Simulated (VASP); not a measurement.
Ti, 1 atom in the cell. The structure is cubic, space group Im-3m (No. 229). The conventional cell has a = 3.245 Å, b = 3.245 Å, c = 3.245 Å, α = 90.00°, β = 90.00°, γ = 90.00°. Within 3.7 Å of Ti (site symmetry m-3m) lie 14 Ti at 2.81 to 3.24 Å. 

| Item | Value |
| --- | --- |
| Program | VASP 6.6.1 |
| Task | single point |
| Functional | PBE |
| Potentials or basis | VASP PAW PBE potentials, release 64 (Ti_sv) |
| Cutoff | 520 eV |
| k mesh | 18 × 18 × 18 |
| Occupations | gaussian, width 0.1 eV |
| Spin | no spin polarisation |
| Dipole correction | no |
| Further INCAR settings | ALGO = Fast; EDIFF = 1e-06; NBANDS = 12 |

Potentials or basis: VASP PAW PBE potentials, release 64 (Ti_sv).

Run with:

```console
$ cat potpaw_PBE.64/Ti_sv/POTCAR > POTCAR
$ mpirun -np 1 vasp_std > vasp.out
```

Hardware: 1 thread of Intel(R) Xeon(R) 6975P-C (Granite Rapids) (shared host).

**Question.** Estimate the wall time of this run.

**Answer.** Run time: 22 s on 1 thread of Intel(R) Xeon(R) 6975P-C (Granite Rapids), on a shared host, peak memory 0.16 GiB. Counts: scf iterations 20, k points 195.
